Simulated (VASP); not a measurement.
# C (Fd-3m) in VASP: further runs, part 2 of 3

VASP 6.6.1. The steps go on from the part before.

## (3) Single point, pbe exchange, pbesol correlation, collinear spin (5.67 Å³/atom)

This run uses another cell than the first one, of 5.67 Å³/atom.

The input, INCAR:

```
PREC = Accurate
ENCUT = 600
EDIFF = 1E-6
ISMEAR = -5
SIGMA = 0.05
LREAL = False
LASPH = True
NELM = 200
ALGO = Normal
ISIF = 2
LWAVE = False
LCHARG = False
ISPIN = 2
MAGMOM = 0.855 0.145
LORBIT = 11
NUPDOWN = 1.0
GGA = LIBXC
LIBXC1 = GGA_X_PBE
LIBXC2 = GGA_C_PBE_SOL
NBANDS = 15
GGA_COMPAT = False
```

The input, KPOINTS:

```
Automatic mesh
0
Gamma
  13 13 13
```

The input, POSCAR:

```
C
1.0
    0.0000000000      1.7833700000      1.7833700000
    1.7833700000      0.0000000000      1.7833700000
    1.7833700000      1.7833700000      0.0000000000
C
2
Direct
    0.7500000000      0.7500000000      0.7500000000
    0.5000000000      0.5000000000      0.5000000000
```

Potentials or basis: VASP PAW PBE potentials, release 64 (C).

Run with:

```sh
$ cat potpaw_PBE.64/C/POTCAR > POTCAR
$ mpirun -np 1 vasp_std > vasp.out
```

OUTCAR:

```text
PREC = Accurate
   ENCUT = 600
   EDIFF = 1E-6
   ISMEAR = -5
   LREAL = False
   LASPH = True
   NELM = 200
   ISIF = 2
   ISPIN = 2
   LORBIT = 11
   NUPDOWN = 1.0
   GGA = LIBXC

 ion  position               nearest neighbor table
   1  0.750  0.750  0.750-   2 1.54   2 1.54   2 1.54   2 1.54
   2  0.500  0.500  0.500-   1 1.54   1 1.54   1 1.54   1 1.54

  LATTYP: Found a face centered cubic cell.
 ALAT       =     3.5667400000

  Lattice vectors:

 A1 = (   0.0000000000,   1.7833700000,   1.7833700000)
 A2 = (   1.7833700000,   0.0000000000,   1.7833700000)
 A3 = (   1.7833700000,   1.7833700000,   0.0000000000)

Analysis of symmetry for initial positions (statically):
=====================================================================
 Subroutine PRICEL returns:
 Original cell was already a primitive cell.

 Routine SETGRP: Setting up the symmetry group for a
 face centered cubic supercell.

 Subroutine GETGRP returns: Found 48 space group operations
 (whereof 24 operations were pure point group operations)
 out of a pool of 48 trial point group operations.

The static configuration has the point symmetry T_d .
 The point group associated with its full space group is O_h .

Analysis of symmetry for dynamics (positions and initial velocities):
=====================================================================
 Subroutine PRICEL returns:
 Original cell was already a primitive cell.

 Routine SETGRP: Setting up the symmetry group for a
 face centered cubic supercell.

 Subroutine GETGRP returns: Found 48 space group operations
 (whereof 24 operations were pure point group operations)
 out of a pool of 48 trial point group operations.

The dynamic configuration has the point symmetry T_d .
 The point group associated with its full space group is O_h .

Analysis of structural, dynamic, and magnetic symmetry:
=====================================================================
 Subroutine PRICEL returns:
 Original cell was already a primitive cell.

[... 176 lines left out ...]
      9      28.4730      0.00000
     10      35.8730      0.00000
     11      35.8730      0.00000
     12      36.9308      0.00000
     13      36.9308      0.00000
     14      36.9308      0.00000
[... 403 lines left out ...]
      4       5.0978      1.00000
      5      16.1861      0.19779
      6      19.5890      0.00000
      7      19.8524      0.00000
      8      22.9404      0.00000
      9      29.6640      0.00000
     10      32.2825      0.00000
     11      36.3101      0.00000
     12      36.7916      0.00000
     13      44.0782      0.00000
     14      49.6734      0.00000
     15      52.5164      0.00000

 [... further k-points ...]

 spin component 2

 k-point     1 :       0.0000    0.0000    0.0000
  band No.  band energies     occupation
      1     -11.4938      1.00000
      2       9.7968      0.00000
      3       9.7968      0.00000
      4       9.7968      0.00000
      5      15.5185      0.00000
      6      15.5185      0.00000
      7      15.5185      0.00000
      8      23.2502      0.00000
      9      29.4305      0.00000
     10      36.5728      0.00000
     11      36.5728      0.00000
     12      37.6884      0.00000
     13      37.6884      0.00000
     14      37.6884      0.00000
[... 403 lines left out ...]
      4       5.9555      1.01201
      5      17.0753      0.00000
      6      20.4869      0.00000
      7      20.7955      0.00000
      8      23.8838      0.00000
      9      30.5927      0.00000
     10      33.1860      0.00000
     11      37.0656      0.00000
     12      37.6140      0.00000
     13      44.8339      0.00000
     14      50.4553      0.00000
     15      53.3420      0.00000

 [... further k-points ...]
[... 5 lines left out ...]
  --------------------------------------------------------------------------------------
  -------------------------------------------------------------------------------------
  Total        2.8809048      2.8809048      2.8809048     -0.0000000      0.0000000     -0.0000000
  in kB      406.8975969    406.8975969    406.8975969     -0.0000000      0.0000000     -0.0000000
  external PRESSURE =     406.8975969 kB  Pullay stress =       0.0000000 kB

 VOLUME and BASIS-vectors are now :
 -----------------------------------------------------------------------------
  energy-cutoff  :      600.00
  volume of cell :       11.34
      direct lattice vectors                 reciprocal lattice vectors
     0.000000000  1.783370000  1.783370000    -0.280368067  0.280368067  0.280368067
     1.783370000  0.000000000  1.783370000     0.280368067 -0.280368067  0.280368067
     1.783370000  1.783370000  0.000000000     0.280368067  0.280368067 -0.280368067

 POSITION                                       TOTAL-FORCE (eV/Angst)
 -----------------------------------------------------------------------------------
      2.67505      2.67505      2.67505        -0.000000     -0.000000     -0.000000
      1.78337      1.78337      1.78337         0.000000      0.000000      0.000000
 -----------------------------------------------------------------------------------
    total drift:                               -0.000000     -0.000000     -0.000000

  FREE ENERGIE OF THE ION-ELECTRON SYSTEM (eV)
  ---------------------------------------------------
  free  energy   TOTEN  =       -14.1063086399 eV

  energy  without entropy=      -14.1063086399  energy(sigma->0) =      -14.10630864

 total charge

# of ion       s       p       d       tot
------------------------------------------
    1        0.860   1.669   0.000   2.529
    2        0.860   1.669   0.000   2.529
--------------------------------------------------
tot          1.720   3.338   0.000   5.058

 magnetization (x)

# of ion       s       p       d       tot
------------------------------------------
    1        0.044   0.261   0.000   0.305
    2        0.044   0.261   0.000   0.305
--------------------------------------------------
tot          0.088   0.522   0.000   0.609
```

OSZICAR:

```text
N       E                     dE             d eps       ncg     rms          rms(c)
DAV:   1     0.951228982930E+01    0.95123E+01   -0.45395E+03  5127   0.536E+02
DAV:   2    -0.141376946360E+02   -0.23650E+02   -0.22702E+02  6561   0.124E+02
DAV:   3    -0.145250278394E+02   -0.38733E+00   -0.38705E+00  5901   0.119E+01
DAV:   4    -0.145253850496E+02   -0.35721E-03   -0.35769E-03  6398   0.449E-01
DAV:   5    -0.145253854250E+02   -0.37539E-06   -0.37618E-06  6013   0.124E-02    0.500E+00
DAV:   6    -0.142151084872E+02    0.31028E+00   -0.25926E-01  5733   0.260E+00    0.288E+00
DAV:   7    -0.141000706508E+02    0.11504E+00   -0.18995E-01  5964   0.265E+00    0.106E+00
DAV:   8    -0.141061018727E+02   -0.60312E-02   -0.96799E-03  5852   0.670E-01    0.535E-01
DAV:   9    -0.141061902695E+02   -0.88397E-04   -0.40887E-04  6034   0.142E-01    0.151E-01
DAV:  10    -0.141062931963E+02   -0.10293E-03   -0.19870E-04  5684   0.899E-02    0.411E-02
DAV:  11    -0.141063091588E+02   -0.15963E-04   -0.22015E-05  5971   0.290E-02    0.183E-02
DAV:  12    -0.141063086399E+02    0.51891E-06   -0.46852E-07  5215   0.462E-03
   1 F= -.14106309E+02 E0= -.14106309E+02  d E =0.000000E+00  mag=     1.0000
```

Run time: 19 s. Hardware: 1 thread of Intel Xeon 6975P-C (Granite Rapids), shared host; peak memory 0.13 GiB.

What came out:

```
Free energy                                           : -14.1063 eV
Pressure                                              : 40.7 GPa
Net moment                                            : 1.00 μB per cell
Site moments                                          : C +0.30 μB
Valence electrons inside the program's atomic spheres : C 2.53
```

Caveat: the cell stands under pressure; the PAW data sets were made with another functional, which shifts forces and pressure a little; the total moment is fixed, so each spin has its own Fermi level.

[end of part 2 of 3]
